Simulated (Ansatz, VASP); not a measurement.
**CdS: VASP beside Ansatz**

POSCAR

```
CdS
1.0
    4.1500000000      0.0000000000      0.0000000000
   -2.0750000000      3.5940054300      0.0000000000
    0.0000000000      0.0000000000      6.7370000000
Cd S
2 2
Direct
    0.3333333300      0.6666666700      0.0000000000
    0.6666666700      0.3333333300      0.5000000000
    0.3333333300      0.6666666700      0.3750000000
    0.6666666700      0.3333333300      0.8750000000
```

Contents of INCAR.step1:

```
PREC = Accurate
ENCUT = 600
ISMEAR = -1
SIGMA = 0.02
LREAL = F
LASPH = T
NELM = 60
GGA = PE
ALGO = Normal
EDIFF = 1E-4
LWAVE = T
LCHARG = F
```

The input INCAR.step2:

```
PREC = Accurate
ENCUT = 600
EDIFF = 1E-6
ISMEAR = -1
SIGMA = 0.02
LREAL = F
LASPH = T
NELM = 60
ALGO = Normal
ISIF = 3
LWAVE = F
LCHARG = F
METAGGA = R2SCAN
LMIXTAU = T
IBRION = 2
NSW = 80
EDIFFG = -0.01
ISTART = 1
```

Contents of KPOINTS:

```
regular mesh
0
Gamma
  6 6 4
```

Input for Ansatz:

```yaml
crystal:
  lattice:
    - [4.15, 0.0, 0.0]
    - [-2.075, 3.59400543, 0.0]
    - [0.0, 0.0, 6.737]
  atoms:
    - { symbol: Cd, position: [0.33333333, 0.66666667, 0.0] }
    - { symbol: Cd, position: [0.66666667, 0.33333333, 0.5] }
    - { symbol: S, position: [0.33333333, 0.66666667, 0.375] }
    - { symbol: S, position: [0.66666667, 0.33333333, 0.875] }
  symmetry: { tolerance: 0.0003 }
hamiltonian:
  xc: r2scan
  pseudopotentials: { kind: paw, azcp: { folder: soft_1 } }
basis:
  ecutwfc: 500
magnetization:
  spin_polarized: false
scf:
  occupations: { method: fermi_dirac, width: 0.02 }
kpoints:
  mp_grid: { grid: [6, 6, 4], shift: [0, 0, 0] }
output:
  forces: true
  stress: true
  eigenvalues: true
relax:
  max_steps: 60
  cell: {}
```

Alike in both runs: task relaxation of cell and atoms; functional r2SCAN; k mesh 6 × 6 × 4; occupations fermi-dirac, width 0.02 eV; no spin polarisation.

|  | VASP | Ansatz |
| --- | --- | --- |
| version | VASP 6.6.1 | Ansatz 0.2.0 |
| potentials or method | VASP PAW PBE potentials, release 64 (Cd, S), cutoff 600 eV | PAW plane waves |
| valence electrons in the cell | 36 | 52 |

```csv
,VASP,Ansatz,Ansatz less VASP
"gap on the k mesh at the Fermi level, each at its own relaxed structure (eV)",1.61,1.63,+0.017
relaxed volume (Å³/atom),25.51,25.42,-0.098
relaxed length of the cell vector where the two differ most in proportion (Å),6.788,6.767,-0.0209
```

VASP's potentials were made for PBE, not for r2SCAN. VASP's potentials hold 36 valence electrons a cell and Ansatz's 52, so a difference there can come from the potentials and not from the codes.
